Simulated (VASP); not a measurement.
Zr2Cl:

```
CELL_PARAMETERS angstrom
4.55841 0.00000 0.00000
0.00000 4.55841 0.00000
0.00000 0.00000 3.68449
ATOMIC_POSITIONS crystal
Zr 0.00000 0.50000 0.50000
Zr 0.50000 0.00000 0.50000
Cl 0.50000 0.50000 0.00000
```

| Property | Result |
| --- | --- |
| Program | VASP 6.6.1 |
| Task | relaxation of cell and atoms |
| Functional | PBE |
| Potentials or basis | VASP PAW PBE potentials, release 64 (Zr_sv, Cl) |
| Cutoff | 600 eV |
| k mesh | 4 × 4 × 6 |
| Occupations | gaussian, width 0.1 eV |
| Spin | no spin polarisation |

At the start: pressure -8.9 GPa; volume 25.52 Å³/atom.

Question: Where does the relaxation end?

Answer: Over 8 steps the energy falls by 284.5 meV/atom and the volume is 21.05 Å³/atom (-17.5 %); space group P4/mmm (No. 123, to 0.05 Å).

Step by step:
| step | energy change (eV) | largest force (eV/Å) | pressure (GPa) | volume (Å³) |
| --- | --- | --- | --- | --- |
| 1 | 0.0000 | 0.0000 | -8.86 | 76.56 |
| 2 | -0.6206 | 0.0000 | 1.29 | 61.89 |
| 3 | -0.6223 | 0.0000 | 1.95 | 61.39 |
| 4 | -0.8089 | 0.0000 | 3.09 | 60.72 |
| 5 | -0.8218 | 0.0000 | 3.64 | 60.50 |
| 6 | -0.8427 | 0.0000 | -2.00 | 64.80 |
| 7 | -0.8527 | 0.0000 | -0.13 | 63.17 |
| 8 | -0.8534 | 0.0000 | -0.01 | 63.14 |

Final structure:
```
CELL_PARAMETERS angstrom
4.54350 0.00000 0.00000
0.00000 4.54350 0.00000
0.00000 0.00000 3.05862
ATOMIC_POSITIONS crystal
Zr 0.00000 0.50000 0.50000
Zr 0.50000 0.00000 0.50000
Cl 0.50000 0.50000 0.00000
```

Caveat: the volume moved by over 15 % at a fixed basis, so the end points are rough; an odd number of electrons without spin polarisation forces a metal; a magnetic or distorted state may lie lower.
